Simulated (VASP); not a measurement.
# LiF (Griceite) (Fm-3m) in VASP: notebook

LiF (Griceite) is run at these levels: r2SCAN; tasks: single point.

All numbers are computed with VASP 6.6.1; they aren't measurements. Logs are shortened: lines on timing, memory, paths and dates and some standing lists are left out, and cuts for length are marked.

### 1 The cell of the first run

The structure is cubic, space group Fm-3m (No. 225). The conventional cell has a = 3.908 Å, b = 3.908 Å, c = 3.908 Å, α = 90.00°, β = 90.00°, γ = 90.00°. Li (site symmetry m-3m) has 6 F at 1.95 Å within 2.6 Å. Within 2.6 Å of F (site symmetry m-3m) lie 6 Li at 1.95 Å.

### 2 Single point, r2SCAN

File POSCAR:

```
LiF
1.0
    0.0000000000      1.9539244000      1.9539244000
    1.9539244000      0.0000000000      1.9539244000
    1.9539244000      1.9539244000      0.0000000000
Li F
1 1
Direct
    0.0000000000      0.0000000000      0.0000000000
    0.5000000000      0.5000000000      0.5000000000
```

File INCAR.step1:

```
PREC     = Accurate       # precision mode
ENCUT    = 520            # plane-wave cutoff, eV
ISMEAR   = -1             # smearing method
SIGMA    = 0.02           # smearing width, eV
LREAL    = False          # projectors in reciprocal space
LASPH    = True           # aspherical terms in the spheres
NELM     = 60             # most SCF steps
NBANDS   = 12             # bands
GGA      = PE             # functional
ALGO     = Normal         # electronic algorithm
EDIFF    = 1E-4           # SCF threshold, eV
LWAVE    = True           # write WAVECAR
LCHARG   = False          # write CHGCAR
```

File INCAR.step2:

```
PREC     = Accurate       # precision mode
ENCUT    = 520            # plane-wave cutoff, eV
EDIFF    = 1E-7           # SCF threshold, eV
ISMEAR   = -1             # smearing method
SIGMA    = 0.02           # smearing width, eV
LREAL    = False          # projectors in reciprocal space
LASPH    = True           # aspherical terms in the spheres
NELM     = 60             # most SCF steps
ALGO     = Normal         # electronic algorithm
ISIF     = 2              # what is computed and relaxed
LWAVE    = False          # write WAVECAR
LCHARG   = False          # write CHGCAR
METAGGA  = R2SCAN         # meta-GGA
LMIXTAU  = True         
NBANDS   = 12             # bands
ISTART   = 1
```

File KPOINTS:

```
Automatic mesh
0
Gamma
  12 12 12
```

Potentials or basis: VASP PAW PBE potentials, release 64 (Li_sv, F).

Command:

```bash
> cat potpaw_PBE.64/Li_sv/POTCAR potpaw_PBE.64/F/POTCAR > POTCAR
> cp INCAR.step1 INCAR
> mpirun -np 1 vasp_std > vasp.out
> cp INCAR.step2 INCAR
> mpirun -np 1 vasp_std > vasp.out
```

OUTCAR:

```text
PREC = Accurate
   ENCUT = 520
   EDIFF = 1E-7
   ISMEAR = -1
   LREAL = False
   LASPH = True
   NELM = 60
   ISIF = 2
   METAGGA = R2SCAN
   ISTART = 1

 ion  position               nearest neighbor table
   1  0.000  0.000  0.000-   2 1.95   2 1.95   2 1.95   2 1.95   2 1.95   2 1.95
   2  0.500  0.500  0.500-   1 1.95   1 1.95   1 1.95   1 1.95   1 1.95   1 1.95

  LATTYP: Found a face centered cubic cell.
 ALAT       =     3.9078488000

  Lattice vectors:

 A1 = (   0.0000000000,   1.9539244000,   1.9539244000)
 A2 = (   1.9539244000,   0.0000000000,   1.9539244000)
 A3 = (   1.9539244000,   1.9539244000,   0.0000000000)

Analysis of symmetry for initial positions (statically):
=====================================================================
 Subroutine PRICEL returns:
 Original cell was already a primitive cell.

 Routine SETGRP: Setting up the symmetry group for a
 face centered cubic supercell.

 Subroutine GETGRP returns: Found 48 space group operations
 (whereof 48 operations were pure point group operations)
 out of a pool of 48 trial point group operations.

The static configuration has the point symmetry O_h .

Analysis of symmetry for dynamics (positions and initial velocities):
=====================================================================
 Subroutine PRICEL returns:
 Original cell was already a primitive cell.

 Routine SETGRP: Setting up the symmetry group for a
 face centered cubic supercell.

 Subroutine GETGRP returns: Found 48 space group operations
 (whereof 48 operations were pure point group operations)
 out of a pool of 48 trial point group operations.

The dynamic configuration has the point symmetry O_h .

 Subroutine INISYM returns: Found 48 space group operations
 (whereof 48 operations are pure point group operations),
 and found     1 'primitive' translations

----------------------------------------------------------------------------------------

                                     Primitive cell

  volume of cell :      14.9195

  direct lattice vectors                    reciprocal lattice vectors
     0.000000000  1.953924400  1.953924400    -0.255895264  0.255895264  0.255895264
     1.953924400  0.000000000  1.953924400     0.255895264 -0.255895264  0.255895264
     1.953924400  1.953924400  0.000000000     0.255895264  0.255895264 -0.255895264

  length of vectors
     2.763266386  2.763266386  2.763266386     0.443223599  0.443223599  0.443223599

  position of ions in fractional coordinates (direct lattice)
     0.000000000  0.000000000  0.000000000
     0.500000000  0.500000000  0.500000000

  ion indices of the primitive-cell ions
   primitive index   ion index
                 1           1
                 2           2

----------------------------------------------------------------------------------------

 KPOINTS: Automatic mesh

Automatic generation of k-mesh.
 Grid dimensions read from file:
 generate k-points for:   12   12   12

 Generating k-lattice:

  Cartesian coordinates                     Fractional coordinates (reciprocal lattice)
    -0.021324605  0.021324605  0.021324605     0.083333333  0.000000000  0.000000000
     0.021324605 -0.021324605  0.021324605     0.000000000  0.083333333  0.000000000
     0.021324605  0.021324605 -0.021324605     0.000000000  0.000000000  0.083333333

  Length of vectors
     0.036935300  0.036935300  0.036935300

  Shift w.r.t. Gamma in fractional coordinates (k-lattice)
     0.000000000  0.000000000  0.000000000

 Subroutine IBZKPT returns following result:
 ===========================================

 Found     72 irreducible k-points:

 Following reciprocal coordinates:
            Coordinates               Weight
  0.000000  0.000000  0.000000      1.000000
  0.083333  0.000000  0.000000      8.000000
  0.166667  0.000000  0.000000      8.000000
  0.250000  0.000000  0.000000      8.000000
  0.333333  0.000000  0.000000      8.000000
  0.416667  0.000000  0.000000      8.000000
[... 16 lines left out ...]
  0.500000  0.166667  0.000000     24.000000
 -0.416667  0.166667  0.000000     24.000000
 [... further k-points ...]
   k-points           NKPTS =     72   k-points in BZ     NKDIM =     72   number of bands    NBANDS=     12
   number of dos      NEDOS =    301   number of ions     NIONS =      2
   total plane-waves  NPLWV =  13824
   dimension x,y,z NGX =    24 NGY =   24 NGZ =   24
   dimension x,y,z NGXF=    48 NGYF=   48 NGZF=   48
   ions per type =               1   1
   NGX,Y,Z   is equivalent  to a cutoff of  14.44, 14.44, 14.44 a.u.
   NGXF,Y,Z  is equivalent  to a cutoff of  28.88, 28.88, 28.88 a.u.
 SYSTEM =  unknown system
   PREC   = accura    normal or accurate (medium, high low for compatibility)
   ISTART =      1    job   : 0-new  1-cont  2-samecut
   ICHARG =      0    charge: 1-file 2-atom 10-const
   ISPIN  =      1    spin polarized calculation?
   LNONCOLLINEAR =      F non collinear calculations
   LSORBIT =      F    spin-orbit coupling
   LASPH  =      T    aspherical Exc in radial PAW
   ENCUT  =  520.0 eV  38.22 Ry    6.18 a.u.   5.14  5.14  5.14*2*pi/ulx,y,z
   NELM   =     60;   NELMIN=  2; NELMDL=  0     # of ELM steps
   EDIFF  = 0.1E-06   stopping-criterion for ELM
   LREAL  =      F    real-space projection
   EDIFFG = 0.1E-05   stopping-criterion for IOM
   NSW    =      0    number of steps for IOM
   IBRION =     -1    ionic relax: 0-MD 1-quasi-New 2-CG
   NFREE  =      0    steps in history (QN), initial steepest desc. (CG)
   ISIF   =      2    stress and relaxation
   ISYM   =      2    0-nonsym 1-usesym 2-fastsym
   POTIM  = 0.5000    time-step for ionic-motion
   TEBEG  =    0.0;   TEEND  =   0.0 temperature during run
   PSTRESS=    0.0 pullay stress
   NELECT =      10.0000    total number of electrons
   NUPDOWN=      -1.0000    fix difference up-down
   EMIN   =  10.00;   EMAX   =-10.00  energy-range for DOS
   EFERMI =   0.00;   METHOD = LEGACY
   ISMEAR =    -1;   SIGMA  =   0.02  broadening in eV -4-tet -1-fermi 0-gaus
   EFERMI_NEDOS =   21; number of points for ismear=-14 and -15
   IALGO  =     38    algorithm
   IMIX   =      4    mixing-type and parameters
     AMIX     =   0.40;   BMIX     =  1.00
     AMIX_MAG =   1.60;   BMIX_MAG =  1.00
  volume/ion in A,a.u.               =       7.46        50.34
  Fermi-wavevector in a.u.,A,eV,Ry     =   1.432706  2.707422 27.927950  2.052646
  Thomas-Fermi vector in A             =   2.552304
   LORBIT       =      0    0 simple, 1 ext, 2 COOP (PROOUT), +10 PAW based schemes
   METAGGA = R2SCAN    functional components
   LHFCALC =     F    Hartree Fock is set to
   AEXX    =    0.0000 exact exchange contribution
   IVDW    =     0    specifies the selected vdW correction
   LEPSILON=     F    determine dielectric tensor
   LRPA    =     F    only Hartree local field effects (RPA)
 non-spin polarized calculation
  energy-cutoff  :      520.00
  volume of cell :       14.92
 maximum number of plane-waves:       419
 NGX is ok and might be reduce to    24
   NGX = 11   NGY = 11   NGZ = 11

 number of electron      10.0000006 magnetization

 Free energy of the ion-electron system (eV)
  ---------------------------------------------------
  ext. energy  EPLUGINS =         0.00000000
  ---------------------------------------------------
  free energy    TOTEN  =       -11.88744489 eV

  energy without entropy =      -11.88744489  energy(sigma->0) =      -11.88744489

 E-fermi :  -0.6499     XC(G=0): -11.0359

 val. band max:       -1.0600799313   @ k =   0.0000   0.0000   0.0000
 cond. band min:      10.1274928409   @ k =   0.0000   0.0000   0.0000
 fundamental gap:     11.1875727722
 Fermi energy:        -0.6499042759

 k-point     1 :       0.0000    0.0000    0.0000
  band No.  band energies     occupation
      1     -42.9647      2.00000
      2     -22.4164      2.00000
      3      -1.0601      2.00000
      4      -1.0601      2.00000
      5      -1.0601      2.00000
      6      10.1275      0.00000
      7      25.3440      0.00000
      8      25.3440      0.00000
      9      25.3440      0.00000
     10      26.3389      0.00000
     11      26.3389      0.00000
     12      26.3391      0.00000

 k-point     2 :       0.0833    0.0000    0.0000
  band No.  band energies     occupation
      1     -42.9590      2.00000
      2     -22.3864      2.00000
      3      -1.2774      2.00000
      4      -1.0797      2.00000
      5      -1.0797      2.00000
      6      10.3264      0.00000
      7      23.0057      0.00000
      8      24.6248      0.00000
      9      24.6249      0.00000
     10      26.7590      0.00000
     11      26.7591      0.00000
     12      27.2997      0.00000

 k-point     3 :       0.1667    0.0000    0.0000
  band No.  band energies     occupation
      1     -42.9434      2.00000
      2     -22.3036      2.00000
      3      -1.8393      2.00000
      4      -1.1325      2.00000
      5      -1.1325      2.00000
      6      10.7925      0.00000
      7      20.6299      0.00000
      8      23.3079      0.00000
      9      23.3081      0.00000
     10      27.6801      0.00000
     11      27.6801      0.00000
     12      28.1295      0.00000
[... 286 lines left out ...]
 k-point    23 :       0.5000    0.1667    0.0000
  band No.  band energies     occupation
      1     -42.8750      2.00000
      2     -21.8583      2.00000
      3      -3.6940      2.00000
      4      -1.9977      2.00000
      5      -1.5693      2.00000
      6      12.5540      0.00000
      7      17.2732      0.00000
      8      20.6434      0.00000
      9      20.6563      0.00000
     10      28.2596      0.00000
     11      34.3150      0.00000
     12      34.3259      0.00000

 k-point    24 :      -0.4167    0.1667    0.0000
  band No.  band energies     occupation
      1     -42.8735      2.00000
      2     -21.8519      2.00000
      3      -3.6962      2.00000
      4      -2.1214      2.00000
      5      -1.4769      2.00000
      6      12.4990      0.00000
      7      17.1546      0.00000
      8      20.5026      0.00000
      9      20.7968      0.00000
     10      29.9003      0.00000
     11      33.0060      0.00000
     12      33.1507      0.00000

 [... further k-points ...]
[... 5 lines left out ...]
  --------------------------------------------------------------------------------------
  -------------------------------------------------------------------------------------
  Total        0.4600299      0.4600299      0.4600299      0.0000000      0.0000000     -0.0000000
  in kB       49.4018715     49.4018715     49.4018715      0.0000000      0.0000000     -0.0000000
  external PRESSURE =      49.4018715 kB  Pullay stress =       0.0000000 kB

 VOLUME and BASIS-vectors are now :
 -----------------------------------------------------------------------------
  energy-cutoff  :      520.00
  volume of cell :       14.92
      direct lattice vectors                 reciprocal lattice vectors
     0.000000000  1.953924400  1.953924400    -0.255895264  0.255895264  0.255895264
     1.953924400  0.000000000  1.953924400     0.255895264 -0.255895264  0.255895264
     1.953924400  1.953924400  0.000000000     0.255895264  0.255895264 -0.255895264

 POSITION                                       TOTAL-FORCE (eV/Angst)
 -----------------------------------------------------------------------------------
      0.00000      0.00000      0.00000        -0.000000     -0.000000      0.000000
      1.95392      1.95392      1.95392         0.000000      0.000000     -0.000000
 -----------------------------------------------------------------------------------
    total drift:                               -0.000000     -0.000000      0.000000

  FREE ENERGIE OF THE ION-ELECTRON SYSTEM (eV)
  ---------------------------------------------------
  free  energy   TOTEN  =       -11.8874448909 eV

  energy  without entropy=      -11.8874448909  energy(sigma->0) =      -11.88744489
```

Run time: 25 s. Hardware: 1 thread of Intel Xeon 6975P-C (Granite Rapids), shared host; peak memory 0.14 GiB.

Results:

```yaml
Free_energy: -11.8874 eV
Band_gap_on_the_k_mesh: 11.19 eV, direct
```

Levels at points of the mesh, in eV from the valence-band top:
```tsv
k point	band 2	band 3	band 4	band 5	band 6	band 7	band 8	band 9
(0.00, 0.00, 0.00)	-21.36	0.00	0.00	0.00	11.19	26.40	26.40	26.40
(0.50, 0.00, 0.00)	-20.88	-2.77	-0.28	-0.28	12.36	19.31	21.21	21.21
(0.50, 0.50, 0.00)	-20.55	-3.42	-1.15	-1.15	17.00	17.89	20.35	23.11
```

Caveat: the cutoff is under 1.25 times the usual one of these potentials, so pressure, stress and relaxed cells hold a basis-set (Pulay) error; the PAW data sets were made with another functional, which shifts forces and pressure a little.

(Continued in part 2 of 2.)
